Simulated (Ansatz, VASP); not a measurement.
Two plane-wave programs on Rb

```
Rb
1.0
     0.00000   -4.50708    0.00000
     4.50708    0.00000    0.00000
    -2.25354    2.25354    8.04105
Rb
2
Direct
  0.25000 0.75000 0.50000
  0.50000 0.50000 0.00000
```

Alike in both runs: task single point; functional PBE; k mesh 8 × 8 × 8; occupations gaussian, width 0.05 eV; no spin polarisation.

```csv
,VASP,Ansatz
version,VASP 6.6.1,Ansatz 0.2.0
potentials or method,"VASP PAW PBE potentials, release 64 (Rb_sv), cutoff 520 eV","scalar-relativistic, plane waves, PAW"
valence electrons in the cell,18,18
```

```csv
,VASP,Ansatz,Ansatz less VASP
gap on the k mesh at the Fermi level (eV),none,none,-
pressure (GPa),0.5,0.5,0.00
"traceless stress, the component that is largest in VASP (GPa)",0.09,0.09,0.000
```

A gap of «none» marks a metal or a gap that the smearing closes. The functional is the same, so the differences come from potentials, cutoffs and numerics.
